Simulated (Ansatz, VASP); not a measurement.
One calculation of YbOs, two programs

```
CELL_PARAMETERS angstrom
3.40367 0.00000 0.00000
0.00000 3.40367 0.00000
0.00000 0.00000 3.40367
ATOMIC_POSITIONS crystal
Yb 0.00000 0.00000 0.00000
Os 0.50000 0.50000 0.50000
```

Alike in both runs: task single point; functional r2SCAN; k mesh 10 × 10 × 10; occupations gaussian, width 0.05 eV; no spin polarisation.

|  | VASP | Ansatz |
| --- | --- | --- |
| version | VASP 6.6.1 | Ansatz 0.2.0 |
| potentials or method | VASP PAW PBE potentials, release 64 (Yb, Os), cutoff 520 eV | scalar-relativistic, plane waves, PAW |
| valence electrons in the cell | 32 | 40 |

VASP gave:

| Item | Value |
| --- | --- |
| gap on the k mesh at the Fermi level (eV) | none |
| pressure (GPa) | -7.5 |

Question: Which values does Ansatz return?

Answer: gap on the k mesh at the Fermi level (eV): none; pressure (GPa): -7.9.

VASP's potentials were made for PBE, not for r2SCAN. A gap of «none» marks a metal or a gap that the smearing closes. The functional is the same, so the differences come from potentials, cutoffs and numerics. VASP's potentials hold 32 valence electrons a cell and Ansatz's 40, so a difference there can come from the potentials and not from the codes.

Neither program's run includes spin-orbit coupling.
